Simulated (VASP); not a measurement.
Here is a VASP 6.6.1 calculation.

The input INCAR:

```
SYSTEM = LiHf8O16
  ALGO = Normal
  EDIFF = 1E-6
  ENCUT = 650
  GGA = PE
  GGA_COMPAT = .False.
  ISIF = 2
  ISMEAR = -1
  ISYM = -1
  LASPH = .True.
  LCHARG = .False.
  LREAL = Auto
  LWAVE = .False.
  NBANDS = 108
  NELECT = 178.0
  NELM = 120
  PREC = Accurate
  SIGMA = 0.01
```

Contents of KPOINTS:

```
explicit points
1
Reciprocal
  0.25000000   0.25000000   0.25000000 1
```

The input POSCAR:

```
LiHf8O16
1.0
    0.0000000000      5.0697034800      5.1017273300
    5.2943205200      0.0000000000      5.1017273300
    5.2943205200      5.0697034800      0.0000000000
Hf O Li
8 16 1
Direct
    0.2384778655      0.0051094373      0.0247446297
    0.7353402940      0.5026847104      0.5436554156
    0.3104527501      0.4562571791      0.9777870899
    0.7753374518      0.9732599198      0.4929323839
    0.2228727427      0.0288923786      0.5068324589
    0.7244739998      0.5306634440      0.0089574553
    0.2573776105      0.4954031149      0.4707491951
    0.7500873652      1.0037719497      0.9647446825
    0.0330456143      0.3261331268      0.0488572034
    0.5253488505      0.8203765393      0.5612955700
    0.4187041606      0.4495772495      0.6683726323
    0.9090800283      0.9398196463      0.1734229271
    0.1037744622      0.3951606700      0.3460668370
    0.6041798557      0.8943892573      0.8497811164
    0.3501162793      0.6455853079      0.1070986267
    0.8515510340      0.1463066857      0.6113015824
    0.1406201748      0.8583467770      0.4033560184
    0.6547237929      0.3500976467      0.9034681272
    0.4026587347      0.0984685962      0.1410760243
    0.9003412863      0.5964007985      0.6443650325
    0.2036959000      0.1627631205      0.7129097789
    0.6851425712      0.6600669149      0.2292874380
    0.0684660811      0.7648771623      0.8629927348
    0.5763553182      0.2801814422      0.3412973647
    0.9605884735      0.6223514756      0.1582895876
```

Potentials or basis: VASP PAW PBE potentials, release 64 (Hf_pv, O, Li_sv).

Command:

```sh
$ cat potpaw_PBE.64/Hf_pv/POTCAR potpaw_PBE.64/O/POTCAR potpaw_PBE.64/Li_sv/POTCAR > POTCAR
$ mpirun -np 1 vasp_std > vasp.out
```

**Question.** What does it give for the largest force?

**Answer.** 0.966 eV/Å.

Forces in eV/Å, atoms in the order of the input:
```
Hf  -0.006  0.011 -0.040
Hf   0.028  0.006 -0.136
Hf  -0.144  0.021 -0.056
Hf  -0.060  0.010 -0.077
Hf   0.025 -0.012 -0.041
Hf   0.033  0.112 -0.039
Hf  -0.074 -0.018 -0.049
Hf   0.002 -0.163  0.020
O    0.003  0.026  0.016
O   -0.083 -0.047 -0.027
O    0.003  0.004 -0.020
O   -0.029 -0.047 -0.060
O   -0.035  0.107 -0.057
O   -0.026  0.060 -0.020
O    0.002  0.047 -0.017
O    0.009  0.047 -0.032
O   -0.012 -0.054 -0.029
O   -0.018 -0.084 -0.044
O   -0.052 -0.019  0.012
O   -0.039 -0.037 -0.034
O   -0.042  0.039 -0.032
O   -0.046  0.003 -0.071
O    0.004 -0.014  0.060
O    0.014  0.049 -0.023
Li   0.544 -0.045  0.797
```

Caveat: the cell carries a net charge on a neutralising background, which shifts energy and pressure.
